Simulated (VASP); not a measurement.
# AgCl (Pmma) in VASP: a series of runs

The runs below take AgCl through single point, with PBEsol.

Program: VASP 6.6.1. These are calculated values, not measurements. Logs are shortened: lines on timing, memory, paths and dates and some standing lists are left out, and cuts for length are marked.

## 1. The cell of the first run

The structure is orthorhombic, space group Pmma (No. 51). The conventional cell has a = 6.662 Å, b = 3.331 Å, c = 3.331 Å, α = 90.00°, β = 90.00°, γ = 90.00°. Ag (site symmetry mm2) has 8 Cl at 2.60 to 3.24 Å and 6 Ag at 3.33 to 3.51 Å within 3.6 Å. Cl (site symmetry 2/m) has 8 Ag at 2.60 to 3.24 Å and 6 Cl at 3.33 Å within 3.4 Å.

## 2. Single point, PBEsol (atoms displaced along a vibrational mode)

Contents of INCAR:

```
SYSTEM = AgCl
PREC = Accurate ; ENCUT = 520
EDIFF = 1E-7 ; ISMEAR = 0
SIGMA = 0.05 ; LREAL = .False.
LASPH = .True. ; NELM = 80
ALGO = Normal ; ISIF = 2
LWAVE = .False. ; LCHARG = .True.
GGA = PS ; LELF = .True.
LVHAR = .True. ; NBANDS = 26
```

Contents of KPOINTS:

```
Automatic mesh
0
Gamma
  10 10 6
  0 0 0
```

Contents of POSCAR:

```
AgCl
1.0
    3.3311591989      0.0000000000      0.0000000000
    0.0000000000      3.3311591989      0.0000000000
    0.0000000000      0.0000000000      6.6623183978
Ag Cl
2 2
Direct
   -0.1675092563      0.0000000000      0.0000000000
    0.1675092563      0.0000000000      0.5000000000
    0.5000000000      0.5000000000      0.2500000000
    0.5000000000      0.5000000000      0.7500000000
```

Potentials or basis: VASP PAW PBE potentials, release 64 (Ag, Cl).

Command:

```sh
$ cat potpaw_PBE.64/Ag/POTCAR potpaw_PBE.64/Cl/POTCAR > POTCAR
$ mpirun -np 1 vasp_std > vasp.out
```

OUTCAR:

```text
SYSTEM = AgCl
   PREC = Accurate
   ENCUT = 520
   EDIFF = 1E-7
   ISMEAR = 0
   LREAL = .False.
   LASPH = .True.
   NELM = 80
   ISIF = 2
   GGA = PS

 ion  position               nearest neighbor table
   1  0.832  0.000  0.000-   3 2.60   4 2.60   3 2.60   4 2.60   2 3.51   2 3.51
   2  0.168  0.000  0.500-   3 2.60   4 2.60   3 2.60   4 2.60   1 3.51   1 3.51
   3  0.500  0.500  0.250-   1 2.60   2 2.60   1 2.60   2 2.60
   4  0.500  0.500  0.750-   1 2.60   2 2.60   1 2.60   2 2.60

  LATTYP: Found a simple tetragonal cell.
 ALAT       =     3.3311591989
 C/A-ratio  =     2.0000000000

  Lattice vectors:

 A1 = (   3.3311591989,   0.0000000000,   0.0000000000)
 A2 = (   0.0000000000,   3.3311591989,   0.0000000000)
 A3 = (   0.0000000000,   0.0000000000,   6.6623183978)

Analysis of symmetry for initial positions (statically):
=====================================================================
 Subroutine PRICEL returns:
 Original cell was already a primitive cell.

 Routine SETGRP: Setting up the symmetry group for a
 simple tetragonal supercell.

 Subroutine GETGRP returns: Found  8 space group operations
 (whereof  4 operations were pure point group operations)
 out of a pool of 16 trial point group operations.

The static configuration has the point symmetry C_2v.
 The point group associated with its full space group is D_2h.

Analysis of symmetry for dynamics (positions and initial velocities):
=====================================================================
 Subroutine PRICEL returns:
 Original cell was already a primitive cell.

 Routine SETGRP: Setting up the symmetry group for a
 simple tetragonal supercell.

 Subroutine GETGRP returns: Found  8 space group operations
 (whereof  4 operations were pure point group operations)
 out of a pool of 16 trial point group operations.

The dynamic configuration has the point symmetry C_2v.
 The point group associated with its full space group is D_2h.

 Subroutine INISYM returns: Found  8 space group operations
 (whereof  4 operations are pure point group operations),
 and found     1 'primitive' translations

----------------------------------------------------------------------------------------

                                     Primitive cell

  volume of cell :      73.9292

  direct lattice vectors                    reciprocal lattice vectors
     3.331159199  0.000000000  0.000000000     0.300195800  0.000000000  0.000000000
     0.000000000  3.331159199  0.000000000     0.000000000  0.300195800  0.000000000
     0.000000000  0.000000000  6.662318398     0.000000000  0.000000000  0.150097900

  length of vectors
     3.331159199  3.331159199  6.662318398     0.300195800  0.300195800  0.150097900

  position of ions in fractional coordinates (direct lattice)
     0.832490744  0.000000000  0.000000000
     0.167509256  0.000000000  0.500000000
     0.500000000  0.500000000  0.250000000
     0.500000000  0.500000000  0.750000000

  ion indices of the primitive-cell ions
   primitive index   ion index
                 1           1
                 2           2
                 3           3
                 4           4

----------------------------------------------------------------------------------------

 KPOINTS: Automatic mesh

Automatic generation of k-mesh.
 Grid dimensions read from file:
 generate k-points for:   10   10    6

 Generating k-lattice:

  Cartesian coordinates                     Fractional coordinates (reciprocal lattice)
     0.030019580  0.000000000  0.000000000     0.100000000  0.000000000  0.000000000
     0.000000000  0.030019580  0.000000000     0.000000000  0.100000000  0.000000000
     0.000000000  0.000000000  0.025016317     0.000000000  0.000000000  0.166666667

  Length of vectors
     0.030019580  0.030019580  0.025016317

  Shift w.r.t. Gamma in fractional coordinates (k-lattice)
     0.000000000  0.000000000  0.000000000

 Subroutine IBZKPT returns following result:
 ===========================================

 Found    144 irreducible k-points:

 Following reciprocal coordinates:
            Coordinates               Weight
  0.000000  0.000000  0.000000      1.000000
  0.100000  0.000000  0.000000      2.000000
  0.000000  0.100000  0.000000      2.000000
  0.200000  0.000000  0.000000      2.000000
  0.000000  0.200000  0.000000      2.000000
  0.300000  0.000000  0.000000      2.000000
[... 16 lines left out ...]
 -0.200000  0.300000  0.000000      4.000000
  0.400000  0.200000  0.000000      4.000000
 [... further k-points ...]
   k-points           NKPTS =    144   k-points in BZ     NKDIM =    144   number of bands    NBANDS=     26
   number of dos      NEDOS =    301   number of ions     NIONS =      4
   total plane-waves  NPLWV =  39200
   dimension x,y,z NGX =    28 NGY =   28 NGZ =   50
   dimension x,y,z NGXF=    56 NGYF=   56 NGZF=  100
   ions per type =               2   2
   NGX,Y,Z   is equivalent  to a cutoff of  13.97, 13.97, 12.48 a.u.
   NGXF,Y,Z  is equivalent  to a cutoff of  27.95, 27.95, 24.95 a.u.
 SYSTEM =  AgCl
   PREC   = accura    normal or accurate (medium, high low for compatibility)
   ISTART =      0    job   : 0-new  1-cont  2-samecut
   ICHARG =      2    charge: 1-file 2-atom 10-const
   ISPIN  =      1    spin polarized calculation?
   LNONCOLLINEAR =      F non collinear calculations
   LSORBIT =      F    spin-orbit coupling
   LASPH  =      T    aspherical Exc in radial PAW
   ENCUT  =  520.0 eV  38.22 Ry    6.18 a.u.   6.19  6.19 12.39*2*pi/ulx,y,z
   NELM   =     80;   NELMIN=  2; NELMDL= -5     # of ELM steps
   EDIFF  = 0.1E-06   stopping-criterion for ELM
   LREAL  =      F    real-space projection
   EDIFFG = 0.1E-05   stopping-criterion for IOM
   NSW    =      0    number of steps for IOM
   IBRION =     -1    ionic relax: 0-MD 1-quasi-New 2-CG
   NFREE  =      0    steps in history (QN), initial steepest desc. (CG)
   ISIF   =      2    stress and relaxation
   ISYM   =      2    0-nonsym 1-usesym 2-fastsym
   POTIM  = 0.5000    time-step for ionic-motion
   TEBEG  =    0.0;   TEEND  =   0.0 temperature during run
   PSTRESS=    0.0 pullay stress
   NELECT =      36.0000    total number of electrons
   NUPDOWN=      -1.0000    fix difference up-down
   EMIN   =  10.00;   EMAX   =-10.00  energy-range for DOS
   EFERMI =   0.00;   METHOD = LEGACY
   ISMEAR =     0;   SIGMA  =   0.05  broadening in eV -4-tet -1-fermi 0-gaus
   EFERMI_NEDOS =   21; number of points for ismear=-14 and -15
   IALGO  =     38    algorithm
   IMIX   =      4    mixing-type and parameters
     AMIX     =   0.40;   BMIX     =  1.00
     AMIX_MAG =   1.60;   BMIX_MAG =  1.00
  volume/ion in A,a.u.               =      18.48       124.72
  Fermi-wavevector in a.u.,A,eV,Ry     =   1.287964  2.433898 22.570030  1.658850
  Thomas-Fermi vector in A             =   2.419946
   LORBIT       =      0    0 simple, 1 ext, 2 COOP (PROOUT), +10 PAW based schemes
   GGA     = PS    functional components
   LHFCALC =     F    Hartree Fock is set to
   AEXX    =    0.0000 exact exchange contribution
   IVDW    =     0    specifies the selected vdW correction
   LEPSILON=     F    determine dielectric tensor
   LRPA    =     F    only Hartree local field effects (RPA)
 non-spin polarized calculation
 Gauss-broadening in eV      SIGMA  =   0.05
  energy-cutoff  :      520.00
  volume of cell :       73.93
 maximum number of plane-waves:      2041
 NGX is ok and might be reduce to    28
   NGX = 13   NGY = 13   NGZ = 25

 number of electron      35.9999996 magnetization

 Free energy of the ion-electron system (eV)
  ---------------------------------------------------
  ext. energy  EPLUGINS =         0.00000000
  ---------------------------------------------------
  free energy    TOTEN  =       -11.44676774 eV

  energy without entropy =      -11.44662269  energy(sigma->0) =      -11.44669522

 E-fermi :   5.8221     XC(G=0): -11.0376

 val. band max:        5.8131397259   @ k =   0.0000   0.5000   0.0000
 cond. band min:       6.0523531241   @ k =   0.0000   0.0000   0.1667
 fundamental gap:      0.2392133982
 Fermi energy:         5.8220842732

 k-point     1 :       0.0000    0.0000    0.0000
  band No.  band energies     occupation
      1     -10.3745      2.00000
      2      -9.7587      2.00000
      3      -1.1210      2.00000
      4       1.1282      2.00000
      5       1.1861      2.00000
      6       1.6807      2.00000
[... 18 lines left out ...]
     25      14.8569      0.00000
     26      16.9412      0.00000

 k-point     2 :       0.1000    0.0000    0.0000
  band No.  band energies     occupation
      1     -10.3274      2.00000
      2      -9.7261      2.00000
      3      -1.0425      2.00000
      4       1.0773      2.00000
      5       1.1734      2.00000
      6       1.7127      2.00000
[... 18 lines left out ...]
     25      15.0432      0.00000
     26      16.4322      0.00000

 k-point     3 :       0.0000    0.1000    0.0000
  band No.  band energies     occupation
      1     -10.3223      2.00000
      2      -9.7291      2.00000
      3      -1.0199      2.00000
      4       1.0439      2.00000
      5       1.2410      2.00000
      6       1.4107      2.00000
[... 18 lines left out ...]
     25      14.7259      0.00000
     26      16.9056      0.00000

 k-point     4 :       0.2000    0.0000    0.0000
  band No.  band energies     occupation
      1     -10.1995      2.00000
      2      -9.6385      2.00000
      3      -0.8458      2.00000
      4       0.7056      2.00000
      5       1.3003      2.00000
      6       1.6200      2.00000
[... 18 lines left out ...]
     25      15.7099      0.00000
     26      15.7271      0.00000
[... 496 lines left out ...]
      1      -9.8685      2.00000
      2      -9.4032      2.00000
      3      -0.4316      2.00000
      4       0.3822      2.00000
      5       0.6119      2.00000
      6       1.0542      2.00000
[... 18 lines left out ...]
     25      15.9226      0.00000
     26      16.4504      0.00000

 k-point    23 :      -0.2000    0.3000    0.0000
  band No.  band energies     occupation
      1      -9.8487      2.00000
      2      -9.4142      2.00000
      3      -0.2893      2.00000
      4       0.0206      2.00000
      5       0.3992      2.00000
      6       0.8908      2.00000
[... 18 lines left out ...]
     25      16.1340      0.00000
     26      16.3089      0.00000

 k-point    24 :       0.4000    0.2000    0.0000
  band No.  band energies     occupation
      1      -9.7374      2.00000
      2      -9.3013      2.00000
      3      -0.5129      2.00000
      4       0.2015      2.00000
      5       0.4236      2.00000
      6       0.9708      2.00000
[... 18 lines left out ...]
     25      15.6322      0.00000
     26      16.1031      0.00000

 [... further k-points ...]

------------------------ aborting loop because EDIFF is reached ----------------------------------------

  FORCE on cell =-STRESS in cart. coord.  units (eV):
  Direction    XX          YY          ZZ          XY          YZ          ZX
  --------------------------------------------------------------------------------------
  -------------------------------------------------------------------------------------
  Total        0.8947909      2.9843335      3.1687514      0.0000000      0.0000000      0.0000000
  in kB       19.3917048     64.6757941     68.6724577      0.0000000      0.0000000      0.0000000
  external PRESSURE =      50.9133189 kB  Pullay stress =       0.0000000 kB

 VOLUME and BASIS-vectors are now :
 -----------------------------------------------------------------------------
  energy-cutoff  :      520.00
  volume of cell :       73.93
      direct lattice vectors                 reciprocal lattice vectors
     3.331159199  0.000000000  0.000000000     0.300195800  0.000000000  0.000000000
     0.000000000  3.331159199  0.000000000     0.000000000  0.300195800  0.000000000
     0.000000000  0.000000000  6.662318398     0.000000000  0.000000000  0.150097900

 POSITION                                       TOTAL-FORCE (eV/Angst)
 -----------------------------------------------------------------------------------
      2.77316      0.00000      0.00000         0.404927      0.000000      0.000000
      0.55800      0.00000      3.33116        -0.404927      0.000000      0.000000
      1.66558      1.66558      1.66558         0.000000      0.000000      0.000000
      1.66558      1.66558      4.99674         0.000000      0.000000      0.000000
 -----------------------------------------------------------------------------------
    total drift:                                0.000000      0.000000     -0.000000

  FREE ENERGIE OF THE ION-ELECTRON SYSTEM (eV)
  ---------------------------------------------------
  free  energy   TOTEN  =       -11.4467677419 eV

  energy  without entropy=      -11.4466226910  energy(sigma->0) =      -11.44669522
```

It took 2.3 min on 1 thread of AMD EPYC 9R45 (Zen 5), shared host; peak memory 0.33 GiB.

What came out:

```
Free energy            : -11.4468 eV
Pressure               : 5.1 GPa
Largest force          : 0.405 eV/Å
Band gap on the k mesh : zero (bands 18 and 19 overlap by 0.13 eV)
```

Forces on the atoms (eV/Å):
```
Ag   0.405  0.000  0.000
Ag  -0.405  0.000  0.000
Cl   0.000  0.000  0.000
Cl   0.000  0.000  0.000
```

Stress tensor (GPa, compression positive):
```
1.94 0.00 0.00
0.00 6.47 0.00
0.00 0.00 6.87
```

Caveat: the cell differs from its parent crystal (atoms displaced along a vibrational mode); the cell stands under pressure; the PAW data sets were made with another functional, which shifts forces and pressure a little.

## 3. Single point, PBEsol

Contents of INCAR:

```
SYSTEM = AgCl
PREC     = Accurate       ! precision mode
ENCUT    = 500            ! plane-wave cutoff, eV
EDIFF    = 1E-6           ! SCF threshold, eV
ISMEAR   = 0              ! smearing method
SIGMA    = 0.05           ! smearing width, eV
LREAL    = .False.        ! projectors in reciprocal space
LASPH    = .True.         ! aspherical terms in the spheres
NELM     = 120            ! most SCF steps
ALGO     = Normal         ! electronic algorithm
ISIF     = 2              ! what is computed and relaxed
LWAVE    = .False.        ! write WAVECAR
LCHARG   = .False.        ! write CHGCAR
GGA      = PS             ! functional
NBANDS   = 26             ! bands
GGA_COMPAT= .False.
```

KPOINTS is that of step 2.

Contents of POSCAR:

```
AgCl
1.0
    3.3311591989      0.0000000000      0.0000000000
    0.0000000000      3.3311591989      0.0000000000
    0.0000000000      0.0000000000      6.6623183978
Ag Cl
2 2
Direct
    0.0000000000      0.0000000000      0.0000000000
    0.0000000000      0.0000000000      0.5000000000
    0.3809123262      0.5000000000      0.2500000000
    0.6190876738      0.5000000000      0.7500000000
```

Potentials or basis: VASP PAW PBE potentials, release 64 (Ag, Cl).

Command:

```sh
$ cat potpaw_PBE.64/Ag/POTCAR potpaw_PBE.64/Cl/POTCAR > POTCAR
$ mpirun -np 1 vasp_std > vasp.out
```

It took 1.7 min on 1 thread of Intel Xeon Platinum 8259CL at 2.50GHz (Skylake/Cascade Lake), shared host; peak memory 0.33 GiB.

It converged, with:

| Quantity | Value |
| --- | --- |
| Free energy | -11.7379 eV |
| Pressure | 2.2 GPa |
| Largest force | 0.058 eV/Å |
| Band gap on the k mesh | 0.63 eV (least direct gap 0.67 eV) |

Forces on the atoms (eV/Å):
```
Ag   0.000  0.000  0.000
Ag   0.000  0.000  0.000
Cl  -0.058  0.000  0.000
Cl   0.058  0.000  0.000
```

Stress tensor (GPa, compression positive):
```
2.56 0.00 0.00
0.00 2.94 0.00
0.00 0.00 1.21
```

Levels at points of the mesh, in eV from the valence-band top:
```tsv
k point	band 14	band 15	band 16	band 17	band 18	band 19	band 20	band 21	band 22	band 23
(0.00, 0.00, 0.00)	-2.29	-2.05	-1.89	-0.88	-0.04	0.63	4.24	5.83	7.90	8.94
(0.50, 0.00, 0.00)	-2.04	-1.85	-1.73	-0.79	-0.06	3.43	4.48	5.35	6.97	8.03
(0.00, 0.50, 0.00)	-2.01	-1.87	-1.67	-0.27	0.00	2.16	4.56	5.75	8.53	9.11
(0.50, 0.50, 0.00)	-2.01	-1.98	-0.71	-0.51	-0.23	2.93	3.58	4.10	4.98	6.28
(0.00, 0.00, 0.50)	-2.34	-1.20	-1.20	-0.89	-0.89	2.50	2.50	7.60	7.60	8.67
(0.50, 0.00, 0.50)	-1.97	-1.81	-1.81	-0.68	-0.68	3.40	3.40	6.69	6.69	8.71
(0.00, 0.50, 0.50)	-2.15	-1.94	-1.94	-0.61	-0.61	3.62	3.62	6.74	6.74	9.46
(0.50, 0.50, 0.50)	-1.97	-1.68	-1.68	-0.42	-0.42	2.66	2.66	6.14	6.14	6.63
```

Caveat: the PAW data sets were made with another functional, which shifts forces and pressure a little.
